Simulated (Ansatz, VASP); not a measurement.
**One calculation of PbSe, two programs**

```xyz
2
Lattice="0.0000 3.0606 3.0606 3.0606 0.0000 3.0606 3.0606 3.0606 0.0000" Properties=species:S:1:pos:R:3 pbc="T T T"
Pb    0.0000    0.0000    0.0000
Se    3.0606    3.0606    3.0606
```

Alike in both runs: task single point; functional PBE; k mesh 8 × 8 × 8; occupations gaussian, width 0.022 eV; no spin polarisation.

```csv
,VASP,Ansatz
version,VASP 6.6.1,Ansatz 0.2.0
potentials or method,"VASP PAW PBE potentials, release 64 (Pb_d, Se), cutoff 520 eV","all-electron LAPW, scalar-relativistic"
```

Ansatz gave:

| Item | Value |
| --- | --- |
| gap on the k mesh at the Fermi level (eV) | 0.28 |
| least direct gap on the mesh (eV) | 0.28 |
| pressure (GPa) | 2.4 |

Problem. What did VASP give for the same quantities?

Solution. gap on the k mesh at the Fermi level (eV): 0.29; least direct gap on the mesh (eV): 0.29; pressure (GPa): 2.4.

Ansatz ran all-electron here, and VASP with PAW potentials.

Spin-orbit coupling is off throughout.
